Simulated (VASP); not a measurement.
Write the native input for VASP 6.6.1 that does the following.

- Task: single point
- Functional: PBEsol
- Potentials or basis: VASP PAW PBE potentials, release 64 (Sn_d, O)
- Cutoff: 520 eV
- k mesh: 6 × 6 × 6
- Occupations: gaussian, width 0.1 eV
- Spin: no spin polarisation
- Dipole correction: no
- Further INCAR settings: ALGO = Normal; EDIFF = 1e-06; NBANDS = 35

The structure of SnO2 lies in POSCAR:

```
SnO2
1.0
   -2.0000686112      2.0000686112      5.1236788559
    2.0000686112     -2.0000686112      5.1236788559
    2.0000686112      2.0000686112     -5.1236788559
Sn O
2 4
Direct
    0.7500000000      0.2500000000      0.5000000000
    0.0000000000      0.0000000000      0.0000000000
    0.7965225900      0.7965225900      0.0000000000
    0.9534774100      0.4534774100      0.5000000000
    0.2034774100      0.2034774100      0.0000000000
    0.5465225900      0.0465225900      0.5000000000
```

The input as run:

INCAR

```
  ALGO = Normal
  EDIFF = 1E-6
  ENCUT = 520
  GGA = PS
  ISIF = 2
  ISMEAR = 0
  LASPH = T
  LCHARG = T
  LELF = T
  LREAL = F
  LVHAR = T
  LWAVE = F
  NBANDS = 35
  NELM = 80
  PREC = Accurate
  SIGMA = 0.1
```

KPOINTS

```
k-points
0
Gamma
  6 6 6
```

Potentials or basis: VASP PAW PBE potentials, release 64 (Sn_d, O).

Launch:

```bash
$ cat potpaw_PBE.64/Sn_d/POTCAR potpaw_PBE.64/O/POTCAR > POTCAR
$ mpirun -np 1 vasp_std > vasp.out
```

Results of the run:

```json
{
  "Pressure": "1.3 GPa",
  "Largest force": "0.056 eV/Å",
  "Band gap on the k mesh": "1.57 eV, indirect (least direct gap 1.94 eV)"
}
```

Caveat: the PAW data sets were made with another functional, which shifts forces and pressure a little; spin-orbit coupling is left out, which moves the levels of the heavy elements.

It took 2.5 min on 1 thread of Intel(R) Xeon(R) Platinum 8259CL CPU @ 2.50GHz (Skylake/Cascade Lake), on a shared host, peak memory 0.34 GiB.
